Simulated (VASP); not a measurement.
Input of a VASP 6.6.1 run:

The input POSCAR:

```
TlCl
1.0
    3.7936346963      0.0000000000      0.0000000000
    0.0000000000      3.7936346963      0.0000000000
    0.0000000000      0.0000000000      3.7936346963
Tl Cl
1 1
Direct
    0.0000000000      0.0000000000      0.0000000000
    0.5000000000      0.5000000000      0.5000000000
```

The input INCAR.step1:

```
SYSTEM = TlCl
PREC = Accurate ; ENCUT = 400
EDIFF = 1E-5 ; ISMEAR = 0
SIGMA = 0.01 ; LREAL = .FALSE.
LASPH = .TRUE. ; NELM = 120
ALGO = Normal ; ISIF = 2
LWAVE = .TRUE. ; LCHARG = .FALSE.
NBANDS = 17 ; GGA = PE
GGA_COMPAT = .FALSE.
```

INCAR.step2

```
SYSTEM = TlCl
PREC = Accurate ; ENCUT = 400
EDIFF = 1E-6 ; ISMEAR = 0
SIGMA = 0.01 ; LREAL = .FALSE.
LASPH = .TRUE. ; NELM = 120
ALGO = Normal ; ISIF = 2
LWAVE = .FALSE. ; LCHARG = .FALSE.
GGA = PE ; LHFCALC = .TRUE.
AEXX = 0.05 ; HFSCREEN = 0.5
PRECFOCK = Normal ; NBANDS = 17
ISTART = 1 ; GGA_COMPAT = .FALSE.
```

Contents of KPOINTS:

```
regular mesh
0
G
  4 4 4
  0 0 0
```

Potentials or basis: VASP PAW PBE potentials, release 64 (Tl_d, Cl).

Run with:

```bash
$ cat potpaw_PBE.64/Tl_d/POTCAR potpaw_PBE.64/Cl/POTCAR > POTCAR
$ cp INCAR.step1 INCAR
$ mpirun -np 1 vasp_std > vasp.out
$ cp INCAR.step2 INCAR
$ mpirun -np 1 vasp_std > vasp.out
```

What does it give for the pressure?

2.2 GPa.

Estimate the band gap on the k mesh.

2.06 eV.

Caveat: the PAW data sets were made with another functional, which shifts forces and pressure a little; spin-orbit coupling is left out, which moves the levels of the heavy elements. A k mesh can miss the band edges.
